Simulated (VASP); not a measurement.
# Si (I4_1/amd) in VASP: single point with PBEsol

Aim: the single point of Si with PBEsol.

Program: VASP 6.6.1. These are calculated values, not measurements. Logs are shortened: lines on timing, memory, paths and dates and some standing lists are left out, and cuts for length are marked.

## Step 1: The cell of the first run

Symmetry: I4_1/amd, No. 141, tetragonal system. Conventional cell: a = 3.919 Å, b = 3.919 Å, c = 5.346 Å, α = 90.00°, β = 90.00°, γ = 90.00°. Si (site symmetry -4m2) has 4 Si at 2.37 Å within 3.1 Å.

## Step 2: Single point, PBEsol, non-collinear spin, zero start, spin-orbit coupling

Contents of INCAR:

```
SYSTEM = Si
PREC = Accurate ; ENCUT = 500
EDIFF = 1E-6 ; ISMEAR = 0
SIGMA = 0.01 ; LREAL = .FALSE.
LASPH = .TRUE. ; NELM = 200
ALGO = Normal ; ISIF = 2
LWAVE = .FALSE. ; LCHARG = .FALSE.
MAGMOM = 0 0 0 0 0 0 ; LORBIT = 11
LSORBIT = .TRUE. ; GGA_COMPAT = .FALSE.
LORBMOM = .TRUE. ; GGA = PS
NBANDS = 20
```

Contents of KPOINTS:

```
regular mesh
0
G
  10 10 10
  0 0 0
```

Contents of POSCAR:

```
Si
1.0
    0.0000000000      2.7711670390      2.6731171690
    2.7711670390      0.0000000000      2.6731171690
    2.7711670390      2.7711670390      0.0000000000
Si
2
Direct
    0.0000000000      0.0000000000      0.0000000000
    0.2500000000      0.2500000000      0.2500000000
```

Potentials or basis: VASP PAW PBE potentials, release 64 (Si).

On the command line:

```console
$ cat potpaw_PBE.64/Si/POTCAR > POTCAR
$ mpirun -np 1 vasp_ncl > vasp.out
```

OUTCAR:

```text
SYSTEM = Si
   PREC = Accurate
   ENCUT = 500
   EDIFF = 1E-6
   ISMEAR = 0
   LREAL = .FALSE.
   LASPH = .TRUE.
   NELM = 200
   ISIF = 2
   LORBIT = 11
   LSORBIT = .TRUE.
   GGA = PS

 ion  position               nearest neighbor table
   1  0.000  0.000  0.000-   2 2.37   2 2.37   2 2.37   2 2.37
   2  0.250  0.250  0.250-   1 2.37   1 2.37   1 2.37   1 2.37

  LATTYP: Found a body centered tetragonal cell.
 ALAT       =     3.9190220102
 C/A-ratio  =     1.3641756347

  Lattice vectors:

 A1 = (   0.0000000000,  -2.7711670390,  -2.6731171690)
 A2 = (   0.0000000000,   2.7711670390,  -2.6731171690)
 A3 = (   2.7711670390,   0.0000000000,   2.6731171690)

Analysis of symmetry for initial positions (statically):
=====================================================================
 Subroutine PRICEL returns:
 Original cell was already a primitive cell.

 Routine SETGRP: Setting up the symmetry group for a
 body centered tetragonal supercell.

 Subroutine GETGRP returns: Found 16 space group operations
 (whereof  8 operations were pure point group operations)
 out of a pool of 16 trial point group operations.

The static configuration has the point symmetry D_2d.
 The point group associated with its full space group is D_4h.

Analysis of symmetry for dynamics (positions and initial velocities):
=====================================================================
 Subroutine PRICEL returns:
 Original cell was already a primitive cell.

 Routine SETGRP: Setting up the symmetry group for a
 body centered tetragonal supercell.

 Subroutine GETGRP returns: Found 16 space group operations
 (whereof  8 operations were pure point group operations)
 out of a pool of 16 trial point group operations.

The dynamic configuration has the point symmetry D_2d.
 The point group associated with its full space group is D_4h.

Analysis of structural, dynamic, and magnetic symmetry:
=====================================================================
 Subroutine PRICEL returns:
 Original cell was already a primitive cell.

 Routine SETGRP: Setting up the symmetry group for a
 body centered tetragonal supercell.

 Subroutine GETGRP returns: Found 16 space group operations
 (whereof  8 operations were pure point group operations)
 out of a pool of 16 trial point group operations.

The overall configuration has the point symmetry D_2d.
 The point group associated with its full space group is D_4h.

 Subroutine INISYM returns: Found 16 space group operations
 (whereof  8 operations are pure point group operations),
 and found     1 'primitive' translations

----------------------------------------------------------------------------------------

                                     Primitive cell

  volume of cell :      41.0557

  direct lattice vectors                    reciprocal lattice vectors
     0.000000000  2.771167039  2.673117169    -0.180429398  0.180429398  0.187047544
     2.771167039  0.000000000  2.673117169     0.180429398 -0.180429398  0.187047544
     2.771167039  2.771167039  0.000000000     0.180429398  0.180429398 -0.187047544

  length of vectors
     3.850314553  3.850314553  3.919022010     0.316380023  0.316380023  0.316380023

  position of ions in fractional coordinates (direct lattice)
     0.000000000  0.000000000  0.000000000
     0.250000000  0.250000000  0.250000000

  ion indices of the primitive-cell ions
   primitive index   ion index
                 1           1
                 2           2

----------------------------------------------------------------------------------------

 KPOINTS: regular mesh

Automatic generation of k-mesh.
 Grid dimensions read from file:
 generate k-points for:   10   10   10

 Generating k-lattice:

  Cartesian coordinates                     Fractional coordinates (reciprocal lattice)
    -0.018042940  0.018042940  0.018704754     0.100000000  0.000000000  0.000000000
     0.018042940 -0.018042940  0.018704754     0.000000000  0.100000000  0.000000000
     0.018042940  0.018042940 -0.018704754     0.000000000  0.000000000  0.100000000

  Length of vectors
     0.031638002  0.031638002  0.031638002

  Shift w.r.t. Gamma in fractional coordinates (k-lattice)
     0.000000000  0.000000000  0.000000000

 Subroutine IBZKPT returns following result:
 ===========================================

 Found    102 irreducible k-points:

 Following reciprocal coordinates:
[... 43 lines left out ...]
   NELM   =    200;   NELMIN=  2; NELMDL= -5     # of ELM steps
   EDIFF  = 0.1E-05   stopping-criterion for ELM
   LREAL  =      F    real-space projection
   EDIFFG = 0.1E-04   stopping-criterion for IOM
   NSW    =      0    number of steps for IOM
   IBRION =     -1    ionic relax: 0-MD 1-quasi-New 2-CG
   NFREE  =      0    steps in history (QN), initial steepest desc. (CG)
   ISIF   =      2    stress and relaxation
   ISYM   =      2    0-nonsym 1-usesym 2-fastsym
   POTIM  = 0.5000    time-step for ionic-motion
   TEBEG  =    0.0;   TEEND  =   0.0 temperature during run
   PSTRESS=    0.0 pullay stress
   NELECT =       8.0000    total number of electrons
   NUPDOWN=      -1.0000    fix difference up-down
   EMIN   =  10.00;   EMAX   =-10.00  energy-range for DOS
   EFERMI =   0.00;   METHOD = LEGACY
   ISMEAR =     0;   SIGMA  =   0.01  broadening in eV -4-tet -1-fermi 0-gaus
   EFERMI_NEDOS =   21; number of points for ismear=-14 and -15
   IALGO  =     38    algorithm
   IMIX   =      4    mixing-type and parameters
     AMIX     =   0.40;   BMIX     =  1.00
     AMIX_MAG =   1.60;   BMIX_MAG =  1.00
  volume/ion in A,a.u.               =      20.53       138.53
  Fermi-wavevector in a.u.,A,eV,Ry     =   0.949104  1.793546 12.256100  0.900798
  Thomas-Fermi vector in A             =   2.077355
   LORBIT       =     11    0 simple, 1 ext, 2 COOP (PROOUT), +10 PAW based schemes
   GGA     = PS    functional components
   LHFCALC =     F    Hartree Fock is set to
   AEXX    =    0.0000 exact exchange contribution
   IVDW    =     0    specifies the selected vdW correction
   LEPSILON=     F    determine dielectric tensor
   LRPA    =     F    only Hartree local field effects (RPA)
 Gauss-broadening in eV      SIGMA  =   0.01
  energy-cutoff  :      500.00
  volume of cell :       41.06
 maximum number of plane-waves:      2116
   NGX = 13   NGY = 13   NGZ = 15

 number of electron       8.0000000 magnetization       0.0000000      0.0000000      0.0000000

 number of electron       8.0000001 magnetization       0.0000000     -0.0000000      0.0000000

 number of electron       8.0000001 magnetization      -0.0000000      0.0000000     -0.0000000

 Free energy of the ion-electron system (eV)
  ---------------------------------------------------
  ext. energy  EPLUGINS =         0.00000000
  ---------------------------------------------------
  free energy    TOTEN  =       -11.47728043 eV

  energy without entropy =      -11.47728043  energy(sigma->0) =      -11.47728043

 E-fermi :   5.7801     XC(G=0):  -9.4594

 val. band max:        5.7038635540   @ k =   0.0000   0.0000   0.0000
 cond. band min:       5.8380869104   @ k =   0.4000   0.4000   0.0000
 fundamental gap:      0.1342233564
 Fermi energy:         5.7801115635

 k-point     1 :       0.0000    0.0000    0.0000
  band No.  band energies     occupation
      1      -6.2781      1.00000
      2      -6.2781      1.00000
      3       5.4446      1.00000
      4       5.4446      1.00000
      5       5.4782      1.00000
      6       5.4782      1.00000
[... 541 lines left out ...]
     19      16.1228      0.00000
     20      16.1228      0.00000

 [... further k-points ...]

------------------------ aborting loop because EDIFF is reached ----------------------------------------

  FORCE on cell =-STRESS in cart. coord.  units (eV):
  Direction    XX          YY          ZZ          XY          YZ          ZX
  --------------------------------------------------------------------------------------
  -------------------------------------------------------------------------------------
  Total       -0.7912196     -0.7912196      0.0243059      0.0000000     -0.0000000      0.0000000
  in kB      -30.8769387    -30.8769387      0.9485237      0.0000000     -0.0000000      0.0000000
  external PRESSURE =     -20.2684512 kB  Pullay stress =       0.0000000 kB

 VOLUME and BASIS-vectors are now :
 -----------------------------------------------------------------------------
  energy-cutoff  :      500.00
  volume of cell :       41.06
      direct lattice vectors                 reciprocal lattice vectors
     0.000000000  2.771167039  2.673117169    -0.180429398  0.180429398  0.187047544
     2.771167039  0.000000000  2.673117169     0.180429398 -0.180429398  0.187047544
     2.771167039  2.771167039  0.000000000     0.180429398  0.180429398 -0.187047544

 POSITION                                       TOTAL-FORCE (eV/Angst)
 -----------------------------------------------------------------------------------
      0.00000      0.00000      0.00000         0.000000      0.000000      0.000000
      1.38558      1.38558      1.33656        -0.000000     -0.000000     -0.000000
 -----------------------------------------------------------------------------------
    total drift:                                0.000000     -0.000000      0.000000

  FREE ENERGIE OF THE ION-ELECTRON SYSTEM (eV)
  ---------------------------------------------------
  free  energy   TOTEN  =       -11.4772804281 eV

  energy  without entropy=      -11.4772804281  energy(sigma->0) =      -11.47728043

 orbital moment (x)

 # of ion     p       tot
 --------------------------------
  1         0.000   0.000
  2         0.000   0.000
 --------------------------------
            0.000   0.000

 orbital moment (y)

 # of ion     p       tot
 --------------------------------
  1         0.000   0.000
  2         0.000   0.000
 --------------------------------
            0.000   0.000

 orbital moment (z)

 # of ion     p       tot
 --------------------------------
  1         0.000   0.000
  2         0.000   0.000
 --------------------------------
            0.000   0.000

 Spin-Orbit-Coupling matrix elements

 Ion:    1  E_soc:     -0.0003230
 l=   1
     0.0000000    -0.0000541    -0.0000534
    -0.0000541     0.0000000    -0.0000541
    -0.0000534    -0.0000541     0.0000000
 l=   2
     0.0000000     0.0000000     0.0000000     0.0000000     0.0000000
     0.0000000     0.0000000     0.0000000     0.0000000     0.0000000
     0.0000000     0.0000000     0.0000000     0.0000000     0.0000000
     0.0000000     0.0000000     0.0000000     0.0000000     0.0000000
     0.0000000     0.0000000     0.0000000     0.0000000     0.0000000
 l=   3
     0.0000000     0.0000000     0.0000000     0.0000000     0.0000000     0.0000000     0.0000000
     0.0000000     0.0000000     0.0000000     0.0000000     0.0000000     0.0000000     0.0000000
     0.0000000     0.0000000     0.0000000     0.0000000     0.0000000     0.0000000     0.0000000
     0.0000000     0.0000000     0.0000000     0.0000000     0.0000000     0.0000000     0.0000000
     0.0000000     0.0000000     0.0000000     0.0000000     0.0000000     0.0000000     0.0000000
     0.0000000     0.0000000     0.0000000     0.0000000     0.0000000     0.0000000     0.0000000
     0.0000000     0.0000000     0.0000000     0.0000000     0.0000000     0.0000000     0.0000000

 Ion:    2  E_soc:     -0.0003230
 l=   1
     0.0000000    -0.0000541    -0.0000534
    -0.0000541     0.0000000    -0.0000541
    -0.0000534    -0.0000541     0.0000000
 l=   2
     0.0000000     0.0000000     0.0000000     0.0000000     0.0000000
     0.0000000     0.0000000     0.0000000     0.0000000     0.0000000
     0.0000000     0.0000000     0.0000000     0.0000000     0.0000000
     0.0000000     0.0000000     0.0000000     0.0000000     0.0000000
     0.0000000     0.0000000     0.0000000     0.0000000     0.0000000
 l=   3
     0.0000000     0.0000000     0.0000000     0.0000000     0.0000000     0.0000000     0.0000000
     0.0000000     0.0000000     0.0000000     0.0000000     0.0000000     0.0000000     0.0000000
     0.0000000     0.0000000     0.0000000     0.0000000     0.0000000     0.0000000     0.0000000
     0.0000000     0.0000000     0.0000000     0.0000000     0.0000000     0.0000000     0.0000000
     0.0000000     0.0000000     0.0000000     0.0000000     0.0000000     0.0000000     0.0000000
     0.0000000     0.0000000     0.0000000     0.0000000     0.0000000     0.0000000     0.0000000
     0.0000000     0.0000000     0.0000000     0.0000000     0.0000000     0.0000000     0.0000000

 total charge

# of ion       s       p       d       tot
------------------------------------------
    1        0.752   0.921   0.000   1.673
    2        0.752   0.921   0.000   1.673
--------------------------------------------------
tot          1.505   1.842   0.000   3.346

 magnetization (x)

# of ion       s       p       d       tot
------------------------------------------
    1        0.000  -0.000   0.000  -0.000
    2        0.000  -0.000   0.000   0.000
--------------------------------------------------
tot          0.000  -0.000   0.000  -0.000

 magnetization (y)

# of ion       s       p       d       tot
------------------------------------------
    1        0.000   0.000   0.000   0.000
    2        0.000   0.000   0.000   0.000
--------------------------------------------------
tot          0.000   0.000   0.000   0.000

 magnetization (z)

# of ion       s       p       d       tot
------------------------------------------
    1        0.000   0.000   0.000   0.000
    2       -0.000   0.000   0.000  -0.000
--------------------------------------------------
tot         -0.000   0.000   0.000   0.000
```

It took 2.4 min on 1 thread of Oxide Virtual Turin-like, shared host; peak memory 0.27 GiB.

Results:

```
Free energy                                           : -11.4773 eV
Pressure                                              : -2.0 GPa
Net moment                                            : 0.00 μB per cell
Valence electrons inside the program's atomic spheres : Si 1.67
```

Stress tensor (GPa, compression positive):
```
-3.09  0.00  0.00
 0.00 -3.09  0.00
 0.00  0.00  0.09
```

Moments on the atoms (μB; x, y, z):
```
Si  0.00 0.00 0.00
Si  0.00 0.00 0.00
```

Caveat: the PAW data sets were made with another functional, which shifts forces and pressure a little.
